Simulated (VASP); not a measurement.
Si, 2 atoms in the cell. Symmetry: I4_1/amd, No. 141, tetragonal system. Conventional cell: a = 4.743 Å, b = 4.743 Å, c = 2.619 Å, α = 90.00°, β = 90.00°, γ = 90.00°. Within 3.2 Å of Si (site symmetry -4m2) lie 10 Si at 2.46 to 3.08 Å.  This cell differs from its parent crystal: strain +0.000 along x and y, -0.015 along z.

```yaml
Program: VASP 6.6.1
Task: single point
Functional: LDA
Potentials_or_basis: VASP PAW LDA potentials, release 64 (Si)
Cutoff: 520 eV
k_mesh: 20 × 20 × 20
Occupations: gaussian, width 0.15 eV
Spin: no spin polarisation
Dipole_correction: no
Further_INCAR_settings: ALGO = Normal; EDIFF = 1e-07; NBANDS = 11
```

Potentials or basis: VASP PAW LDA potentials, release 64 (Si).

Run with:

```bash
$ cat potpaw_LDA.64/Si/POTCAR > POTCAR
$ mpirun -np 1 vasp_std > vasp.out
```

Hardware: 1 thread of Intel(R) Xeon(R) 6975P-C (Granite Rapids), on a shared host.

Task: Estimate the wall time of this run.

Result: It took 2.7 min on 1 thread of Intel(R) Xeon(R) 6975P-C (Granite Rapids), with other jobs on the host, peak memory 0.26 GiB. Counts: scf iterations 11, k points 641.
